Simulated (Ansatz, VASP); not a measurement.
# Two plane-wave programs on InSb3

```
In Sb
1.0
     0.00000    3.55220    3.66207
     3.77193    0.00000    3.66207
     3.77193    3.55220    0.00000
In Sb
1 3
Direct
  0.00000 0.00000 0.00000
  0.25000 0.25000 0.25000
  0.75000 0.75000 0.75000
  0.50000 0.50000 0.50000
```

Change from the starting cell: strain +0.0300 x Voigt [1, -1, 0, 0, 0, 0], atoms carried along.

Alike in both runs: task single point; functional PBEsol; dispersion D3(BJ); k mesh 12 × 12 × 12; occupations gaussian, width 0.15 eV; no spin polarisation.

|  | VASP | Ansatz |
| --- | --- | --- |
| version | VASP 6.6.1 | Ansatz 0.2.0 |
| potentials or method | VASP PAW PBE potentials, release 64 (In_d, Sb), cutoff 520 eV | scalar-relativistic, plane waves, PAW |
| valence electrons in the cell | 28 | 58 |

```tsv
	VASP	Ansatz	Ansatz less VASP
gap on the k mesh at the Fermi level (eV)	none	none	-
pressure (GPa)	0.4	0.4	-0.03
traceless stress, the component that is largest in VASP (GPa)	-0.83	-0.83	+0.001
```

VASP's potentials were made for PBE, not for PBEsol. A gap of «none» marks a metal or a gap that the smearing closes. VASP's potentials hold 28 valence electrons a cell and Ansatz's 58, so a difference there can come from the potentials and not from the codes.

Spin-orbit coupling is off throughout.
